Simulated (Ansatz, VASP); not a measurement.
**One calculation of ScCu, two programs**

File INCAR:

```
SYSTEM = ScCu
  PREC = Accurate
  ENCUT = 520
  EDIFF = 1E-8
  ISMEAR = -1
  SIGMA = 0.05
  LREAL = .False.
  LASPH = .True.
  NELM = 60
  ALGO = Normal
  ISIF = 2
  LWAVE = .False.
  LCHARG = .False.
  GGA = CA
  LEFG = .True.
  NBANDS = 18
```

The input KPOINTS:

```
regular mesh
0
Gamma
  11 11 11
  0 0 0
```

The input POSCAR:

```
ScCu
1.0
    3.2560000000      0.0325600000      0.0325600000
    0.0325600000      3.2560000000      0.0325600000
    0.0325600000      0.0325600000      3.2560000000
Sc Cu
1 1
Direct
    0.5000000000      0.5000000000      0.5000000000
    0.0000000000      0.0000000000      0.0000000000
```

Input for Ansatz:

```yaml
crystal:
  lattice:
    - [3.256, 0.03256, 0.03256]
    - [0.03256, 3.256, 0.03256]
    - [0.03256, 0.03256, 3.256]
  atoms:
    - { symbol: Sc, position: [0.5, 0.5, 0.5] }
    - { symbol: Cu, position: [0.0, 0.0, 0.0] }
kpoints:
  mp_grid: { grid: [11, 11, 11] }
scf:
  occupations: { method: fermi_dirac, width: 0.05 }
hamiltonian:
  xc: lda
  pseudopotentials: { kind: all_electron, datasets: crystal }
output:
  forces: true
  stress: true
  eigenvalues: true
  efg: { contact_densities: true }
```

Change from the starting cell: equal xy, yz and zx shear strains of +2 %, crystal datasets.

Alike in both runs: task electric field gradients; functional LDA; k mesh 11 × 11 × 11; occupations fermi-dirac, width 0.05 eV; no spin polarisation.

|  | VASP | Ansatz |
| --- | --- | --- |
| version | VASP 6.6.1 | Ansatz 0.2.0 |
| potentials or method | VASP PAW LDA potentials, release 64 (Sc_sv, Cu), cutoff 520 eV | all-electron PAW with datasets made for the crystal, scalar-relativistic |

|  | VASP | Ansatz | Ansatz less VASP |
| --- | --- | --- | --- |
| pressure (GPa) | -7.1 | -7.5 | -0.46 |
| traceless stress, the component that is largest in VASP (GPa) | -0.77 | -0.76 | +0.005 |
| size of Vzz on the site where it differs most (V/Å²) | 5.7 | 7.5 | +1.78 |

LDA's correlation is that of Perdew and Zunger in VASP and of Perdew and Wang (1992) in Ansatz. Ansatz ran all-electron here, and VASP with PAW potentials.
